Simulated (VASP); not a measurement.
# P (Fm-3m) in VASP: a series of runs

The runs below take P through single point, with PBE.

All numbers are computed with VASP 6.6.1; they aren't measurements. Logs are shortened: lines on timing, memory, paths and dates and some standing lists are left out, and cuts for length are marked.

## (1) The cell of the first run

The structure is cubic, space group Fm-3m (No. 225). The conventional cell has a = 8.592 Å, b = 8.592 Å, c = 8.592 Å, α = 90.00°, β = 90.00°, γ = 90.00°. P (site symmetry 3m) has 6 P at 2.33 to 2.78 Å within 3.1 Å.

The cell was generated, and may not be a known phase.

## (2) Single point, PBE

Contents of INCAR:

```
SYSTEM = P
ALGO     = Normal         ! electronic algorithm
EDIFF    = 1E-6           ! SCF threshold, eV
ENCUT    = 520            ! plane-wave cutoff, eV
GGA      = PE             ! functional
ISIF     = 2              ! what is computed and relaxed
ISMEAR   = 0              ! smearing method
LASPH    = .True.         ! aspherical terms in the spheres
LCHARG   = .True.         ! write CHGCAR
LELF     = .True.         ! ELF
LREAL    = .False.        ! projectors in reciprocal space
LVHAR    = .True.       
LWAVE    = .False.        ! write WAVECAR
NBANDS   = 30             ! bands
NELM     = 80             ! most SCF steps
PREC     = Accurate       ! precision mode
SIGMA    = 0.1            ! smearing width, eV
```

Contents of KPOINTS:

```
k-points
0
Gamma
  4 4 4
  0 0 0
```

Contents of POSCAR:

```
P
1.0
    0.0000000000      4.2960541920      4.2960541920
    4.2960541920      0.0000000000      4.2960541920
    4.2960541920      4.2960541920      0.0000000000
P
8
Direct
    0.8645777779      0.8645777779      0.8645777779
    0.8645777779      0.8645777779      0.4062666664
    0.8645777779      0.4062666664      0.8645777779
    0.4062666664      0.8645777779      0.8645777779
    0.1354222221      0.1354222221      0.5937333336
    0.1354222221      0.1354222221      0.1354222221
    0.1354222221      0.5937333336      0.1354222221
    0.5937333336      0.1354222221      0.1354222221
```

Potentials or basis: VASP PAW PBE potentials, release 64 (P).

Launch:

```
> cat potpaw_PBE.64/P/POTCAR > POTCAR
> mpirun -np 1 vasp_std > vasp.out
```

OUTCAR:

```text
SYSTEM = P
   EDIFF = 1E-6
   ENCUT = 520
   GGA = PE
   ISIF = 2
   ISMEAR = 0
   LASPH = .True.
   LREAL = .False.
   NELM = 80
   PREC = Accurate

 ion  position               nearest neighbor table
   1  0.865  0.865  0.865-   5 2.33   7 2.33   8 2.33   2 2.78   3 2.78   4 2.78
   2  0.865  0.865  0.406-   6 2.33   7 2.33   8 2.33   1 2.78   3 2.78   4 2.78
   3  0.865  0.406  0.865-   6 2.33   5 2.33   8 2.33   1 2.78   2 2.78   4 2.78
   4  0.406  0.865  0.865-   6 2.33   5 2.33   7 2.33   1 2.78   2 2.78   3 2.78
   5  0.135  0.135  0.594-   1 2.33   3 2.33   4 2.33   6 2.78   7 2.78   8 2.78
   6  0.135  0.135  0.135-   2 2.33   3 2.33   4 2.33   5 2.78   7 2.78   8 2.78
   7  0.135  0.594  0.135-   1 2.33   2 2.33   4 2.33   5 2.78   6 2.78   8 2.78
   8  0.594  0.135  0.135-   1 2.33   2 2.33   3 2.33   5 2.78   6 2.78   7 2.78

  LATTYP: Found a face centered cubic cell.
 ALAT       =     8.5921083840

  Lattice vectors:

 A1 = (   0.0000000000,   4.2960541920,   4.2960541920)
 A2 = (   4.2960541920,   0.0000000000,   4.2960541920)
 A3 = (   4.2960541920,   4.2960541920,   0.0000000000)

Analysis of symmetry for initial positions (statically):
=====================================================================
 Subroutine PRICEL returns:
 Original cell was already a primitive cell.

 Routine SETGRP: Setting up the symmetry group for a
 face centered cubic supercell.

 Subroutine GETGRP returns: Found 48 space group operations
 (whereof 48 operations were pure point group operations)
 out of a pool of 48 trial point group operations.

The static configuration has the point symmetry O_h .

Analysis of symmetry for dynamics (positions and initial velocities):
=====================================================================
 Subroutine PRICEL returns:
 Original cell was already a primitive cell.

 Routine SETGRP: Setting up the symmetry group for a
 face centered cubic supercell.

 Subroutine GETGRP returns: Found 48 space group operations
 (whereof 48 operations were pure point group operations)
 out of a pool of 48 trial point group operations.

The dynamic configuration has the point symmetry O_h .

 Subroutine INISYM returns: Found 48 space group operations
 (whereof 48 operations are pure point group operations),
 and found     1 'primitive' translations

----------------------------------------------------------------------------------------

                                     Primitive cell

  volume of cell :     158.5767

  direct lattice vectors                    reciprocal lattice vectors
     0.000000000  4.296054192  4.296054192    -0.116385869  0.116385869  0.116385869
     4.296054192  0.000000000  4.296054192     0.116385869 -0.116385869  0.116385869
     4.296054192  4.296054192  0.000000000     0.116385869  0.116385869 -0.116385869

  length of vectors
     6.075538103  6.075538103  6.075538103     0.201586238  0.201586238  0.201586238

  position of ions in fractional coordinates (direct lattice)
     0.864577778  0.864577778  0.864577778
     0.864577778  0.864577778  0.406266666
     0.864577778  0.406266666  0.864577778
     0.406266666  0.864577778  0.864577778
     0.135422222  0.135422222  0.593733334
     0.135422222  0.135422222  0.135422222
     0.135422222  0.593733334  0.135422222
     0.593733334  0.135422222  0.135422222

  ion indices of the primitive-cell ions
   primitive index   ion index
                 1           1
                 2           2
                 3           3
                 4           4
                 5           5
                 6           6
                 7           7
                 8           8

----------------------------------------------------------------------------------------

 KPOINTS: k-points

Automatic generation of k-mesh.
 Grid dimensions read from file:
 generate k-points for:    4    4    4

 Generating k-lattice:

  Cartesian coordinates                     Fractional coordinates (reciprocal lattice)
    -0.029096467  0.029096467  0.029096467     0.250000000  0.000000000  0.000000000
     0.029096467 -0.029096467  0.029096467     0.000000000  0.250000000  0.000000000
     0.029096467  0.029096467 -0.029096467     0.000000000  0.000000000  0.250000000

  Length of vectors
     0.050396560  0.050396560  0.050396560

  Shift w.r.t. Gamma in fractional coordinates (k-lattice)
     0.000000000  0.000000000  0.000000000

 Subroutine IBZKPT returns following result:
 ===========================================

 Found      8 irreducible k-points:

 Following reciprocal coordinates:
            Coordinates               Weight
  0.000000  0.000000  0.000000      1.000000
  0.250000  0.000000  0.000000      8.000000
  0.500000  0.000000  0.000000      4.000000
  0.250000  0.250000  0.000000      6.000000
  0.500000  0.250000  0.000000     24.000000
 -0.250000  0.250000  0.000000     12.000000
  0.500000  0.500000  0.000000      3.000000
 -0.250000  0.500000  0.250000      6.000000
   k-points           NKPTS =      8   k-points in BZ     NKDIM =      8   number of bands    NBANDS=     30
   number of dos      NEDOS =    301   number of ions     NIONS =      8
   total plane-waves  NPLWV = 110592
   dimension x,y,z NGX =    48 NGY =   48 NGZ =   48
   dimension x,y,z NGXF=    96 NGYF=   96 NGZF=   96
   ions per type =               8
   NGX,Y,Z   is equivalent  to a cutoff of  13.13, 13.13, 13.13 a.u.
   NGXF,Y,Z  is equivalent  to a cutoff of  26.27, 26.27, 26.27 a.u.
 SYSTEM =  P
   PREC   = accura    normal or accurate (medium, high low for compatibility)
   ISTART =      0    job   : 0-new  1-cont  2-samecut
   ICHARG =      2    charge: 1-file 2-atom 10-const
   ISPIN  =      1    spin polarized calculation?
   LNONCOLLINEAR =      F non collinear calculations
   LSORBIT =      F    spin-orbit coupling
   LASPH  =      T    aspherical Exc in radial PAW
   ENCUT  =  520.0 eV  38.22 Ry    6.18 a.u.  11.30 11.30 11.30*2*pi/ulx,y,z
   NELM   =     80;   NELMIN=  2; NELMDL= -5     # of ELM steps
   EDIFF  = 0.1E-05   stopping-criterion for ELM
   LREAL  =      F    real-space projection
   EDIFFG = 0.1E-04   stopping-criterion for IOM
   NSW    =      0    number of steps for IOM
   IBRION =     -1    ionic relax: 0-MD 1-quasi-New 2-CG
   NFREE  =      0    steps in history (QN), initial steepest desc. (CG)
   ISIF   =      2    stress and relaxation
   ISYM   =      2    0-nonsym 1-usesym 2-fastsym
   POTIM  = 0.5000    time-step for ionic-motion
   TEBEG  =    0.0;   TEEND  =   0.0 temperature during run
   PSTRESS=    0.0 pullay stress
   NELECT =      40.0000    total number of electrons
   NUPDOWN=      -1.0000    fix difference up-down
   EMIN   =  10.00;   EMAX   =-10.00  energy-range for DOS
   EFERMI =   0.00;   METHOD = LEGACY
   ISMEAR =     0;   SIGMA  =   0.10  broadening in eV -4-tet -1-fermi 0-gaus
   EFERMI_NEDOS =   21; number of points for ismear=-14 and -15
   IALGO  =     38    algorithm
   IMIX   =      4    mixing-type and parameters
     AMIX     =   0.40;   BMIX     =  1.00
     AMIX_MAG =   1.60;   BMIX_MAG =  1.00
  volume/ion in A,a.u.               =      19.82       133.77
  Fermi-wavevector in a.u.,A,eV,Ry     =   1.034384  1.954702 14.557554  1.069950
  Thomas-Fermi vector in A             =   2.168676
   LORBIT       =      0    0 simple, 1 ext, 2 COOP (PROOUT), +10 PAW based schemes
   GGA     = PE    functional components
   LHFCALC =     F    Hartree Fock is set to
   AEXX    =    0.0000 exact exchange contribution
   IVDW    =     0    specifies the selected vdW correction
   LEPSILON=     F    determine dielectric tensor
   LRPA    =     F    only Hartree local field effects (RPA)
 non-spin polarized calculation
 Gauss-broadening in eV      SIGMA  =   0.10
  energy-cutoff  :      520.00
  volume of cell :      158.58
 maximum number of plane-waves:      4314
 NGX is ok and might be reduce to    48
   NGX = 23   NGY = 23   NGZ = 23

 number of electron      40.0000000 magnetization

 Free energy of the ion-electron system (eV)
  ---------------------------------------------------
  ext. energy  EPLUGINS =         0.00000000
  ---------------------------------------------------
  free energy    TOTEN  =       -40.11250561 eV

  energy without entropy =      -40.07660766  energy(sigma->0) =      -40.09455663

 E-fermi :   5.9232     XC(G=0):  -9.4223

 val. band max:        5.8573052267   @ k =  -0.2500   0.2500   0.0000
 cond. band min:       5.9292021921   @ k =   0.5000   0.2500   0.0000
 fundamental gap:      0.0718969654
 Fermi energy:         5.9231692749

 k-point     1 :       0.0000    0.0000    0.0000
  band No.  band energies     occupation
      1      -9.5622      2.00000
      2      -5.4639      2.00000
      3      -5.4639      2.00000
      4      -5.4639      2.00000
      5      -3.7416      2.00000
      6      -3.7416      2.00000
[... 22 lines left out ...]
     29      10.0866      0.00000
     30      10.2590      0.00000

 k-point     2 :       0.2500    0.0000    0.0000
  band No.  band energies     occupation
      1      -9.3232      2.00000
      2      -6.4434      2.00000
      3      -5.6341      2.00000
      4      -5.6341      2.00000
      5      -4.5698      2.00000
      6      -3.4384      2.00000
[... 22 lines left out ...]
     29       9.5793      0.00000
     30      10.4418      0.00000

 k-point     3 :       0.5000    0.0000    0.0000
  band No.  band energies     occupation
      1      -8.9552      2.00000
      2      -7.3042      2.00000
      3      -5.7678      2.00000
      4      -5.7678      2.00000
      5      -4.7597      2.00000
      6      -3.1872      2.00000
[... 154 lines left out ...]
     29       9.2694      0.00000
     30      11.2067      0.00000

 k-point     8 :      -0.2500    0.5000    0.2500
  band No.  band energies     occupation
      1      -8.6512      2.00000
      2      -7.0401      2.00000
      3      -7.0401      2.00000
      4      -6.0889      2.00000
      5      -3.8662      2.00000
      6      -3.8662      2.00000
[... 22 lines left out ...]
     29      10.5413      0.00000
     30      11.0303      0.00000

------------------------ aborting loop because EDIFF is reached ----------------------------------------

  FORCE on cell =-STRESS in cart. coord.  units (eV):
  Direction    XX          YY          ZZ          XY          YZ          ZX
  --------------------------------------------------------------------------------------
  -------------------------------------------------------------------------------------
  Total       -0.0951590     -0.0951590     -0.0951590      0.0000000      0.0000000     -0.0000000
  in kB       -0.9614378     -0.9614378     -0.9614378      0.0000000      0.0000000     -0.0000000
  external PRESSURE =      -0.9614378 kB  Pullay stress =       0.0000000 kB

 VOLUME and BASIS-vectors are now :
 -----------------------------------------------------------------------------
  energy-cutoff  :      520.00
  volume of cell :      158.58
      direct lattice vectors                 reciprocal lattice vectors
     0.000000000  4.296054192  4.296054192    -0.116385869  0.116385869  0.116385869
     4.296054192  0.000000000  4.296054192     0.116385869 -0.116385869  0.116385869
     4.296054192  4.296054192  0.000000000     0.116385869  0.116385869 -0.116385869

 POSITION                                       TOTAL-FORCE (eV/Angst)
 -----------------------------------------------------------------------------------
      7.42855      7.42855      7.42855         0.042382      0.042382      0.042382
      5.45962      5.45962      7.42855        -0.042382     -0.042382      0.042382
      5.45962      7.42855      5.45962        -0.042382      0.042382     -0.042382
      7.42855      5.45962      5.45962         0.042382     -0.042382     -0.042382
      3.13249      3.13249      1.16356         0.042382      0.042382     -0.042382
      1.16356      1.16356      1.16356        -0.042382     -0.042382     -0.042382
      3.13249      1.16356      3.13249         0.042382     -0.042382      0.042382
      1.16356      3.13249      3.13249        -0.042382      0.042382      0.042382
 -----------------------------------------------------------------------------------
    total drift:                               -0.000000     -0.000000     -0.000000

  FREE ENERGIE OF THE ION-ELECTRON SYSTEM (eV)
  ---------------------------------------------------
  free  energy   TOTEN  =       -40.1125056126 eV

  energy  without entropy=      -40.0766076573  energy(sigma->0) =      -40.09455663
```

Run time: 2.3 min. Hardware: 1 thread of Intel Xeon 8259CL, shared host; peak memory 0.31 GiB.

What came out:

```
Free energy            : -40.1125 eV
Pressure               : -0.1 GPa
Largest force          : 0.073 eV/Å
Band gap on the k mesh : zero (bands 20 and 21 overlap by 1.58 eV)
```

Forces in eV/Å, atoms in the order of the input:
```
P    0.042  0.042  0.042
P   -0.042 -0.042  0.042
P   -0.042  0.042 -0.042
P    0.042 -0.042 -0.042
P    0.042  0.042 -0.042
P   -0.042 -0.042 -0.042
P    0.042 -0.042  0.042
P   -0.042  0.042  0.042
```

Caveat: this functional lacks dispersion, which holds the molecules together, so the pressure and a relaxed volume are unreliable.

## (3) Single point, PBE

This run uses another cell than the first one, of 21.34 Å³/atom.

Contents of INCAR:

```
  ALGO = Normal
  EDIFF = 1E-7
  ENCUT = 520
  GGA = PE
  ISIF = 2
  ISMEAR = 0
  LASPH = T
  LCHARG = F
  LREAL = F
  LWAVE = F
  NBANDS = 30
  NELM = 60
  PREC = Accurate
  SIGMA = 0.1
```

Contents of KPOINTS:

```
k-points
0
Gamma
  4 4 4
```

Contents of POSCAR:

```
P
1.0
    0.0000000000      4.4027530500      4.4027530500
    4.4027530500      0.0000000000      4.4027530500
    4.4027530500      4.4027530500      0.0000000000
P
8
Direct
    0.8614233500      0.8614233500      0.8614233500
    0.8614233500      0.8614233500      0.4157299600
    0.8614233500      0.4157299600      0.8614233500
    0.4157299600      0.8614233500      0.8614233500
    0.1385766500      0.1385766500      0.5842700400
    0.1385766500      0.1385766500      0.1385766500
    0.1385766500      0.5842700400      0.1385766500
    0.5842700400      0.1385766500      0.1385766500
```

Potentials or basis: VASP PAW PBE potentials, release 64 (P).

Launch:

```
> cat potpaw_PBE.64/P/POTCAR > POTCAR
> mpirun -np 1 vasp_std > vasp.out
```

Run time: 2.1 min. Hardware: 1 thread of Intel Xeon 8259CL, shared host; peak memory 0.31 GiB.

The run converged. Its results:

| Quantity | Value |
| --- | --- |
| Free energy | -39.6597 eV |
| Pressure | -6.3 GPa |
| Largest force | 0.846 eV/Å |
| Band gap on the k mesh | zero (bands 20 and 21 overlap by 1.27 eV) |

Forces on the atoms (eV/Å):
```
P    0.488  0.488  0.488
P   -0.488 -0.488  0.488
P   -0.488  0.488 -0.488
P    0.488 -0.488 -0.488
P    0.488  0.488 -0.488
P   -0.488 -0.488 -0.488
P    0.488 -0.488  0.488
P   -0.488  0.488  0.488
```

Levels at points of the mesh, in eV from the Fermi level:
```csv
k point,band 18,band 19,band 20,band 21,band 22,band 23
"(0.00, 0.00, 0.00)",0.86,0.86,0.86,1.76,1.76,1.76
"(0.50, 0.00, 0.00)",-1.38,-1.07,-0.42,-0.42,2.25,2.25
"(0.50, 0.50, 0.00)",-1.69,-0.37,-0.37,0.59,1.33,1.33
```

Caveat: the cell stands under tension; this functional lacks dispersion, which holds the molecules together, so the pressure and a relaxed volume are unreliable.

## (4) Single point, PBE

This run uses another cell than the first one, of 20.07 Å³/atom.

Contents of INCAR:

```
SYSTEM = P
PREC     = Accurate       ! precision mode
ENCUT    = 520            ! plane-wave cutoff, eV
EDIFF    = 1E-6           ! SCF threshold, eV
ISMEAR   = 0              ! smearing method
SIGMA    = 0.1            ! smearing width, eV
LREAL    = .False.        ! projectors in reciprocal space
LASPH    = .True.         ! aspherical terms in the spheres
NELM     = 100            ! most SCF steps
ALGO     = Normal         ! electronic algorithm
ISIF     = 2              ! what is computed and relaxed
LWAVE    = .False.        ! write WAVECAR
LCHARG   = .False.        ! write CHGCAR
GGA      = PE             ! functional
NBANDS   = 30             ! bands
```

Contents of KPOINTS:

```
regular mesh
0
Gamma
  8 8 8
  0 0 0
```

Contents of POSCAR:

```
P
1.0
    0.0000000000      4.3139771923      4.3139771923
    4.3139771923      0.0000000000      4.3139771923
    4.3139771923      4.3139771923      0.0000000000
P
8
Direct
    0.8657343664      0.8657343664      0.8657343664
    0.8657343664      0.8657343664      0.4027969009
    0.8657343664      0.4027969009      0.8657343664
    0.4027969009      0.8657343664      0.8657343664
    0.1342656336      0.1342656336      0.5972030991
    0.1342656336      0.1342656336      0.1342656336
    0.1342656336      0.5972030991      0.1342656336
    0.5972030991      0.1342656336      0.1342656336
```

Launch:

```
> cat potpaw_PBE.64/P/POTCAR > POTCAR
> mpirun -np 1 vasp_std > vasp.out
```

It took 3.6 min on 1 thread of Intel Xeon 8259CL, shared host; peak memory 0.34 GiB.

Results (log left out):

```
Free energy            : -40.1119 eV
Pressure               : -0.2 GPa
Largest force          : 0.063 eV/Å
Band gap on the k mesh : zero (bands 20 and 21 overlap by 1.61 eV)
```

Forces on the atoms (eV/Å):
```
P    0.037  0.037  0.037
P   -0.037 -0.037  0.037
P   -0.037  0.037 -0.037
P    0.037 -0.037 -0.037
P    0.037  0.037 -0.037
P   -0.037 -0.037 -0.037
P    0.037 -0.037  0.037
P   -0.037  0.037  0.037
```

Levels at points of the mesh, in eV from the Fermi level:
| k point | band 16 | band 17 | band 18 | band 19 | band 20 | band 21 | band 22 | band 23 | band 24 | band 25 |
| --- | --- | --- | --- | --- | --- | --- | --- | --- | --- | --- |
| (0.00, 0.00, 0.00) | -2.19 | -2.19 | 1.20 | 1.20 | 1.20 | 1.50 | 1.50 | 1.50 | 1.52 | 1.52 |
| (0.50, 0.00, 0.00) | -2.12 | -1.70 | -1.70 | -1.25 | -0.40 | -0.40 | 1.91 | 1.91 | 2.29 | 2.29 |
| (0.50, 0.50, 0.00) | -3.32 | -1.67 | -1.67 | -0.91 | -0.91 | 0.52 | 0.93 | 0.93 | 1.98 | 2.52 |

Caveat: this functional lacks dispersion, which holds the molecules together, so the pressure and a relaxed volume are unreliable.

## (5) Summary

```tsv
cell	k mesh	gap on the mesh (eV)	pressure (GPa)	largest force (eV/Å)
a = 6.076 Å, angles 60.0°, 8 atoms, atomic positions A	4 × 4 × 4	none	-0.1	0.07
a = 6.226 Å, angles 60.0°, 8 atoms, atomic positions B	4 × 4 × 4	none	-6.3	0.85
a = 6.101 Å, angles 60.0°, 8 atoms, atomic positions C	8 × 8 × 8	none	-0.2	0.06
```

Alike in all rows: task single point; level PBE; potentials or basis VASP PAW PBE potentials, release 64 (P); no spin polarisation; cutoff (eV) 520; smearing gaussian 0.1 eV.

Caveats: this functional lacks dispersion, which holds the molecules together, so the pressure and a relaxed volume are unreliable; the cell stands under tension (at least some runs).

Absolute energies hang on the potentials; compare differences alone.

The gap in the log of VASP goes by the Fermi energy; the results here count the filled bands.